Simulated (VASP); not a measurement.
MnS, 2 atoms in the cell. Symmetry: Fm-3m, No. 225, cubic system. Conventional cell: a = 5.086 Å, b = 5.086 Å, c = 5.086 Å, α = 90.00°, β = 90.00°, γ = 90.00°. Within 3.4 Å of Mn (site symmetry m-3m) lie 6 S at 2.54 Å. Within 3.4 Å of S (site symmetry m-3m) lie 6 Mn at 2.54 Å. 

```yaml
Program: VASP 6.6.1
Task: single point
Functional: PBE
Potentials_or_basis: VASP PAW PBE potentials, release 64 (Mn_pv, S)
Cutoff: 520 eV
k_mesh: 12 × 12 × 12
Occupations: gaussian, width 0.05 eV
Spin: no spin polarisation
Dipole_correction: no
Further_INCAR_settings: ALGO = Normal; EDIFF = 1e-06; NBANDS = 16
```

Potentials or basis: VASP PAW PBE potentials, release 64 (Mn_pv, S).

Run with:

```sh
$ cat potpaw_PBE.64/Mn_pv/POTCAR potpaw_PBE.64/S/POTCAR > POTCAR
$ mpirun -np 1 vasp_std > vasp.out
```

Hardware: 1 thread of AMD EPYC 9R45 96-Core Processor (Zen 5) (shared host).

Q: How long does it take, and how much memory?

A: Run time: 20 s on 1 thread of AMD EPYC 9R45 96-Core Processor (Zen 5), on a shared host, peak memory 0.15 GiB. Counts: scf iterations 13, k points 72.
